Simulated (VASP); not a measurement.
Here is a VASP 6.6.1 calculation.

The input INCAR:

```
  PREC = Accurate
  ENCUT = 600
  EDIFF = 1E-6
  ISMEAR = -1
  SIGMA = 0.1
  LREAL = F
  LASPH = T
  NELM = 80
  ALGO = Normal
  ISIF = 3
  LWAVE = F
  LCHARG = F
  GGA = PS
  IBRION = 2
  NSW = 60
  EDIFFG = -0.005
  PSTRESS = 700.0
```

File KPOINTS:

```
Automatic mesh
0
Gamma
  18 18 18
```

POSCAR

```
Re
1.0
    0.0000000000      1.8553172048      1.8553172048
    1.8553172048      0.0000000000      1.8553172048
    1.8553172048      1.8553172048      0.0000000000
Re
1
Direct
    0.0000000000      0.0000000000      0.0000000000
```

Potentials or basis: VASP PAW PBE potentials, release 64 (Re).

Run with:

```console
$ cat potpaw_PBE.64/Re/POTCAR > POTCAR
$ mpirun -np 1 vasp_std > vasp.out
```

Q: Predict the relaxed cell.

A: a = 2.626 Å, b = 2.626 Å, c = 2.626 Å, α = 60.00°, β = 60.00°, γ = 60.00°.

Q: Predict the relaxed volume.

A: 12.81 Å³/atom.

Q: What does it give for the space group after relaxing (to 0.1 Å)?

A: Fm-3m (No. 225).

Step by step:
```csv
step,energy change (eV),largest force (eV/Å),pressure (GPa),volume (Å³)
1,0.0000,0.0000,72.29,12.77
2,-0.1342,0.0000,54.83,13.11
3,-0.0183,0.0000,69.88,12.81
4,-0.0174,0.0000,69.94,12.81
```

Caveat: the cell is relaxed towards a set pressure, so the run minimises the enthalpy, not the energy; the PAW data sets were made with another functional, which shifts forces and pressure a little.
